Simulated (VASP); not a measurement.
# CaOsC4N4 (P-43m) in VASP: notebook

Runs on CaOsC4N4. Level: PBE. Tasks: single point.

Program: VASP 6.6.1. These are calculated values, not measurements. Logs are shortened: lines on timing, memory, paths and dates and some standing lists are left out, and cuts for length are marked.

### 1 The cell of the first run

It takes space group P-43m (No. 215, cubic). The conventional cell has a = 6.092 Å, b = 6.092 Å, c = 6.092 Å, α = 90.00°, β = 90.00°, γ = 90.00°. Ca (site symmetry -43m) has 4 N at 2.21 Å within 2.9 Å. Os (site symmetry -43m) has 4 C at 1.90 Å within 2.5 Å. Within 1.6 Å of C (site symmetry 3m) lie 1 N at 1.17 Å. Within 1.6 Å of N (site symmetry 3m) lie 1 C at 1.17 Å.

### 2 Single point, PBE, collinear spin

File INCAR:

```
ALGO = Normal
EDIFF = 1E-7
ENCUT = 520
GGA = PE
ISIF = 2
ISMEAR = 0
ISPIN = 2
LASPH = True
LCHARG = False
LMAXMIX = 4
LORBIT = 11
LREAL = False
LWAVE = False
MAGMOM = 0 1 0 0 0 0 0 0 0 0
NBANDS = 42
NELM = 150
PREC = Accurate
SIGMA = 0.1
```

File KPOINTS:

```
k-points
0
Gamma
  4 4 4
```

File POSCAR:

```
CaOsC4N4
1.0
    6.0922000400      0.0000000000      0.0000000000
    0.0000000000      6.0922000400      0.0000000000
    0.0000000000      0.0000000000      6.0922000400
Ca Os C N
1 1 4 4
Direct
    0.5000000000      0.5000000000      0.5000000000
    0.0000000000      0.0000000000      0.0000000000
    0.1796815800      0.1796815800      0.1796815800
    0.1796815800      0.8203184200      0.8203184200
    0.8203184200      0.1796815800      0.8203184200
    0.8203184200      0.8203184200      0.1796815800
    0.2905610300      0.2905610300      0.2905610300
    0.2905610300      0.7094389700      0.7094389700
    0.7094389700      0.2905610300      0.7094389700
    0.7094389700      0.7094389700      0.2905610300
```

Potentials or basis: VASP PAW PBE potentials, release 64 (Ca_sv, Os, C, N).

Launch:

```bash
> cat potpaw_PBE.64/Ca_sv/POTCAR potpaw_PBE.64/Os/POTCAR potpaw_PBE.64/C/POTCAR potpaw_PBE.64/N/POTCAR > POTCAR
> mpirun -np 1 vasp_std > vasp.out
```

OUTCAR:

```text
EDIFF = 1E-7
   ENCUT = 520
   GGA = PE
   ISIF = 2
   ISMEAR = 0
   ISPIN = 2
   LASPH = True
   LORBIT = 11
   LREAL = False
   NELM = 150
   PREC = Accurate

 ion  position               nearest neighbor table
   1  0.500  0.500  0.500-   7 2.21   8 2.21   9 2.21  10 2.21
   2  0.000  0.000  0.000-   3 1.90   4 1.90   5 1.90   6 1.90
   3  0.180  0.180  0.180-   7 1.17   2 1.90
   4  0.180  0.820  0.820-   8 1.17   2 1.90
   5  0.820  0.180  0.820-   9 1.17   2 1.90
   6  0.820  0.820  0.180-  10 1.17   2 1.90
   7  0.291  0.291  0.291-   3 1.17   1 2.21
   8  0.291  0.709  0.709-   4 1.17   1 2.21
   9  0.709  0.291  0.709-   5 1.17   1 2.21
  10  0.709  0.709  0.291-   6 1.17   1 2.21

  LATTYP: Found a simple cubic cell.
 ALAT       =     6.0922000400

  Lattice vectors:

 A1 = (   6.0922000400,   0.0000000000,   0.0000000000)
 A2 = (   0.0000000000,   6.0922000400,   0.0000000000)
 A3 = (   0.0000000000,   0.0000000000,   6.0922000400)

Analysis of symmetry for initial positions (statically):
=====================================================================
 Subroutine PRICEL returns:
 Original cell was already a primitive cell.

 Routine SETGRP: Setting up the symmetry group for a
 simple cubic supercell.

 Subroutine GETGRP returns: Found 24 space group operations
 (whereof 24 operations were pure point group operations)
 out of a pool of 48 trial point group operations.

The static configuration has the point symmetry T_d .

Analysis of symmetry for dynamics (positions and initial velocities):
=====================================================================
 Subroutine PRICEL returns:
 Original cell was already a primitive cell.

 Routine SETGRP: Setting up the symmetry group for a
 simple cubic supercell.

 Subroutine GETGRP returns: Found 24 space group operations
 (whereof 24 operations were pure point group operations)
 out of a pool of 48 trial point group operations.

The dynamic configuration has the point symmetry T_d .

Analysis of structural, dynamic, and magnetic symmetry:
=====================================================================
 Subroutine PRICEL returns:
 Original cell was already a primitive cell.

 Routine SETGRP: Setting up the symmetry group for a
[... 152 lines left out ...]
  free energy    TOTEN  =       -80.96429819 eV

  energy without entropy =      -80.90964658  energy(sigma->0) =      -80.93697239

 E-fermi :  -0.5843     XC(G=0):  -6.9309

 val. band max:       -0.5905470569   @ k =   0.5000   0.2500   0.0000
 cond. band min:      -0.5750642665   @ k =   0.5000   0.2500   0.2500
 fundamental gap:      0.0154827904
 Fermi energy:        -0.5842859401

 spin component 1

 k-point     1 :       0.0000    0.0000    0.0000
  band No.  band energies     occupation
      1     -39.7931      1.00000
      2     -21.0270      1.00000
      3     -21.0270      1.00000
      4     -21.0270      1.00000
      5     -18.6642      1.00000
      6     -18.5009      1.00000
[... 409 lines left out ...]
     38       5.7741      0.00000
     39       5.7741      0.00000
 Fermi energy:        -0.5842859401

 spin component 2

 k-point     1 :       0.0000    0.0000    0.0000
  band No.  band energies     occupation
      1     -39.7794      1.00000
      2     -21.0048      1.00000
      3     -21.0048      1.00000
      4     -21.0048      1.00000
      5     -18.5215      1.00000
      6     -18.3652      1.00000
[... 409 lines left out ...]
     38       5.9581      0.00000
     39       5.9581      0.00000
 [bands above 39 left out]

------------------------ aborting loop because EDIFF is reached ----------------------------------------

  FORCE on cell =-STRESS in cart. coord.  units (eV):
  Direction    XX          YY          ZZ          XY          YZ          ZX
  --------------------------------------------------------------------------------------
  -------------------------------------------------------------------------------------
  Total       10.2215361     10.2215361     10.2215361     -0.0000000     -0.0000000      0.0000000
  in kB       72.4276318     72.4276318     72.4276318     -0.0000000     -0.0000000      0.0000000
  external PRESSURE =      72.4276318 kB  Pullay stress =       0.0000000 kB

 VOLUME and BASIS-vectors are now :
 -----------------------------------------------------------------------------
  energy-cutoff  :      520.00
  volume of cell :      226.11
      direct lattice vectors                 reciprocal lattice vectors
     6.092200040  0.000000000  0.000000000     0.164144315  0.000000000  0.000000000
     0.000000000  6.092200040  0.000000000     0.000000000  0.164144315  0.000000000
     0.000000000  0.000000000  6.092200040     0.000000000  0.000000000  0.164144315

 POSITION                                       TOTAL-FORCE (eV/Angst)
 -----------------------------------------------------------------------------------
      3.04610      3.04610      3.04610        -0.000000     -0.000000      0.000000
      0.00000      0.00000      0.00000        -0.000000     -0.000000      0.000000
      1.09466      1.09466      1.09466        -0.312256     -0.312256     -0.312256
      1.09466      4.99754      4.99754        -0.312256      0.312256      0.312256
      4.99754      1.09466      4.99754         0.312256     -0.312256      0.312256
      4.99754      4.99754      1.09466         0.312256      0.312256     -0.312256
      1.77016      1.77016      1.77016         0.482839      0.482839      0.482839
      1.77016      4.32204      4.32204         0.482839     -0.482839     -0.482839
      4.32204      1.77016      4.32204        -0.482839      0.482839     -0.482839
      4.32204      4.32204      1.77016        -0.482839     -0.482839      0.482839
 -----------------------------------------------------------------------------------
    total drift:                                0.000000      0.000000     -0.000000

  FREE ENERGIE OF THE ION-ELECTRON SYSTEM (eV)
  ---------------------------------------------------
  free  energy   TOTEN  =       -80.9642981894 eV

  energy  without entropy=      -80.9096465806  energy(sigma->0) =      -80.93697239

 total charge

# of ion       s       p       d       tot
------------------------------------------
    1        2.048   5.890   0.307   8.245
    2        0.764   0.893   6.323   7.980
    3        0.953   1.692   0.000   2.645
    4        0.953   1.692   0.000   2.645
    5        0.953   1.692   0.000   2.645
    6        0.953   1.692   0.000   2.645
    7        1.316   2.587   0.000   3.903
    8        1.316   2.587   0.000   3.903
    9        1.316   2.587   0.000   3.903
   10        1.316   2.587   0.000   3.903
--------------------------------------------------
tot         11.887  23.901   6.629  42.417

 magnetization (x)

# of ion       s       p       d       tot
------------------------------------------
    1       -0.000   0.002   0.014   0.015
    2        0.010   0.238   0.560   0.808
    3        0.006   0.005   0.000   0.011
    4        0.006   0.005   0.000   0.011
    5        0.006   0.005   0.000   0.011
    6        0.006   0.005   0.000   0.011
    7        0.004   0.104   0.000   0.108
    8        0.004   0.104   0.000   0.108
    9        0.004   0.104   0.000   0.108
   10        0.004   0.104   0.000   0.108
--------------------------------------------------
tot          0.049   0.677   0.574   1.299
```

stdout:

```text
POSCAR found type information on POSCAR CaOsC N
 POSCAR found :  4 types and      10 ions
 scaLAPACK will be used
 LDA part: xc-table for (Slater+PW92), standard interpolation
 POSCAR, INCAR and KPOINTS ok, starting setup
 FFT: planning ... GRIDC
 FFT: planning ... GRID_SOFT
 FFT: planning ... GRID
 WAVECAR not read
 entering main loop
```

Run time: 7.2 min. Hardware: 1 thread of Intel Xeon 8259CL, shared host; peak memory 0.5 GiB.

Results:

```
Free energy                                           : -80.9643 eV
Pressure                                              : 7.2 GPa
Largest force                                         : 0.836 eV/Å
Band gap on the k mesh                                : zero (filled and empty bands overlap)
Net moment                                            : 2.00 μB per cell
Site moments                                          : Ca +0.01; Os +0.81; C +0.01; N +0.11 μB
Valence electrons inside the program's atomic spheres : Ca 8.24; Os 7.98; C 2.65; N 3.90
```

Forces on the atoms (eV/Å):
```
Ca   0.000  0.000  0.000
Os   0.000  0.000  0.000
C   -0.312 -0.312 -0.312
C   -0.312  0.312  0.312
C    0.312 -0.312  0.312
C    0.312  0.312 -0.312
N    0.483  0.483  0.483
N    0.483 -0.483 -0.483
N   -0.483  0.483 -0.483
N   -0.483 -0.483  0.483
```

Caveat: the cell stands under pressure; spin-orbit coupling is left out, which moves the levels of the heavy elements.

### 3 Single point, PBE, collinear spin

This run uses another cell than the first one, of 25.03 Å³/atom.

File INCAR:

```
PREC = Accurate
ENCUT = 520
EDIFF = 1E-7
ISMEAR = 0
SIGMA = 0.1
LREAL = False
LASPH = True
NELM = 150
ALGO = Normal
ISIF = 2
LWAVE = False
LCHARG = True
ISPIN = 2
MAGMOM = 0 1 0 0 0 0 0 0 0 0
LORBIT = 11
LMAXMIX = 4
GGA = PE
LELF = True
LVHAR = True
NBANDS = 42
```

File KPOINTS:

```
Automatic mesh
0
Gamma
  4 4 4
```

File POSCAR:

```
CaOsC4N4
1.0
    6.3020979094      0.0000000000      0.0000000000
    0.0000000000      6.3020979094      0.0000000000
    0.0000000000      0.0000000000      6.3020979094
Ca Os C N
1 1 4 4
Direct
    0.5000000000      0.5000000000      0.5000000000
    0.0000000000      0.0000000000      0.0000000000
    0.1782198625      0.1782198625      0.1782198625
    0.1782198625      0.8217801375      0.8217801375
    0.8217801375      0.1782198625      0.8217801375
    0.8217801375      0.8217801375      0.1782198625
    0.2865259979      0.2865259979      0.2865259979
    0.2865259979      0.7134740021      0.7134740021
    0.7134740021      0.2865259979      0.7134740021
    0.7134740021      0.7134740021      0.2865259979
```

Potentials or basis: VASP PAW PBE potentials, release 64 (Ca_sv, Os, C, N).

Launch:

```bash
> cat potpaw_PBE.64/Ca_sv/POTCAR potpaw_PBE.64/Os/POTCAR potpaw_PBE.64/C/POTCAR potpaw_PBE.64/N/POTCAR > POTCAR
> mpirun -np 1 vasp_std > vasp.out
```

It took 8.1 min on 1 thread of Intel Xeon 8259CL, shared host; peak memory 0.51 GiB.

The run converged. Its results:

```
Free energy                                           : -81.4701 eV
Pressure                                              : 0.8 GPa
Largest force                                         : 0.261 eV/Å
Band gap on the k mesh                                : zero (filled and empty bands overlap)
Net moment                                            : 2.00 μB per cell
Site moments                                          : Ca +0.01; Os +0.88; C +0.01; N +0.10 μB
Valence electrons inside the program's atomic spheres : Ca 8.12; Os 7.71; C 2.60; N 3.87
```

Forces in eV/Å, atoms in the order of the input:
```
Ca   0.000  0.000  0.000
Os   0.000  0.000  0.000
C   -0.093 -0.093 -0.093
C   -0.093  0.093  0.093
C    0.093 -0.093  0.093
C    0.093  0.093 -0.093
N    0.150  0.150  0.150
N    0.150 -0.150 -0.150
N   -0.150  0.150 -0.150
N   -0.150 -0.150  0.150
```

Levels at points of the mesh, in eV from the Fermi level:
Spin up:
| k point | band 24 | band 25 | band 26 | band 27 | band 28 | band 29 | band 30 | band 31 | band 32 | band 33 |
| --- | --- | --- | --- | --- | --- | --- | --- | --- | --- | --- |
| (0.00, 0.00, 0.00) | -3.89 | -1.76 | -1.76 | -0.15 | -0.15 | -0.15 | 4.12 | 4.13 | 4.13 | 4.29 |
| (0.50, 0.00, 0.00) | -3.89 | -1.71 | -1.58 | -0.13 | -0.03 | -0.03 | 3.37 | 3.75 | 3.75 | 4.00 |
| (0.50, 0.50, 0.00) | -3.87 | -1.67 | -1.57 | -0.10 | 0.06 | 0.06 | 3.34 | 3.67 | 3.67 | 4.16 |
| (0.50, 0.50, 0.50) | -3.80 | -1.69 | -1.69 | 0.01 | 0.01 | 0.01 | 4.15 | 4.15 | 4.37 | 4.37 |
Spin down:
```csv
k point,band 22,band 23,band 24,band 25,band 26,band 27,band 28,band 29,band 30,band 31
"(0.00, 0.00, 0.00)",-3.73,-3.73,-3.73,-1.44,-1.44,0.42,0.42,0.42,4.17,4.21
"(0.50, 0.00, 0.00)",-3.93,-3.73,-3.73,-1.39,-1.26,0.44,0.56,0.56,3.47,3.89
"(0.50, 0.50, 0.00)",-3.77,-3.77,-3.71,-1.35,-1.25,0.48,0.66,0.66,3.45,3.78
"(0.50, 0.50, 0.50)",-3.64,-3.64,-3.64,-1.37,-1.37,0.61,0.61,0.61,4.23,4.23
```

Caveat: spin-orbit coupling is left out, which moves the levels of the heavy elements.
